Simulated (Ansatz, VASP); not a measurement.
**Cd: VASP beside Ansatz**

INCAR

```
SYSTEM = Cd
PREC     = Accurate       ! precision mode
ENCUT    = 520            ! plane-wave cutoff, eV
EDIFF    = 1E-6           ! SCF threshold, eV
ISMEAR   = 0              ! smearing method
SIGMA    = 0.6            ! smearing width, eV
LREAL    = .False.        ! projectors in reciprocal space
LASPH    = .True.         ! aspherical terms in the spheres
NELM     = 80             ! most SCF steps
ALGO     = Normal         ! electronic algorithm
ISIF     = 2              ! what is computed and relaxed
LWAVE    = .False.        ! write WAVECAR
LCHARG   = .False.        ! write CHGCAR
GGA      = CA             ! functional
NBANDS   = 19             ! bands
```

The input KPOINTS:

```
Automatic mesh
0
Gamma
  13 13 6
  0 0 0
```

File POSCAR:

```
Cd
1.0
    2.8818641727      0.0000000000      0.0000000000
   -1.4409320863      2.4957675838      0.0000000000
    0.0000000000      0.0000000000      5.6383707528
Cd
2
Direct
    0.3333333333      0.6666666667      0.2500000000
    0.6666666667      0.3333333333      0.7500000000
```

Input for Ansatz:

```yaml
crystal:
  lattice:
    - [2.8818641727, 0.0, 0.0]
    - [-1.4409320863, 2.4957675838, 0.0]
    - [0.0, 0.0, 5.6383707528]
  atoms:
    - { symbol: Cd, position: [0.3333333333, 0.6666666667, 0.25] }
    - { symbol: Cd, position: [0.6666666667, 0.3333333333, 0.75] }
hamiltonian:
  xc: lda
  pseudopotentials:
    kind: paw
    azcp:
      Cd: "pseudopotentials/Cd.paw.azcp"
basis:
  ecutwfc: 420
  fft_grid_basis: typed
kpoints:
  mp_grid: { grid: [13, 13, 6], shift: [0, 0, 0] }
magnetization:
  spin_polarized: false
scf:
  occupations: { method: gaussian, width: 0.6 }
  lower_state_search: "off"
output:
  stress: true
  write_density: true
  write_potential: true
  elf: true
  volumetric_format: npy
```

Alike in both runs: task single point; functional LDA; k mesh 13 × 13 × 6; occupations gaussian, width 0.6 eV; no spin polarisation.

|  | VASP | Ansatz |
| --- | --- | --- |
| version | VASP 6.6.1 | Ansatz 0.2.0 |
| potentials or method | VASP PAW LDA potentials, release 64 (Cd), cutoff 520 eV | plane waves (420 eV) with PAW, scalar-relativistic |
| valence electrons in the cell | 24 | 40 |

|  | VASP | Ansatz | Ansatz less VASP |
| --- | --- | --- | --- |
| pressure (GPa) | 1.0 | 0.3 | -0.70 |
| traceless stress, the component that is largest in VASP (GPa) | -1.79 | -1.42 | +0.368 |

Ansatz warns that its potentials were made for another functional, while VASP's fit it. LDA's correlation is that of Perdew and Zunger in VASP and of Perdew and Wang (1992) in Ansatz. VASP's potentials hold 24 valence electrons a cell and Ansatz's 40, so a difference there can come from the potentials and not from the codes.
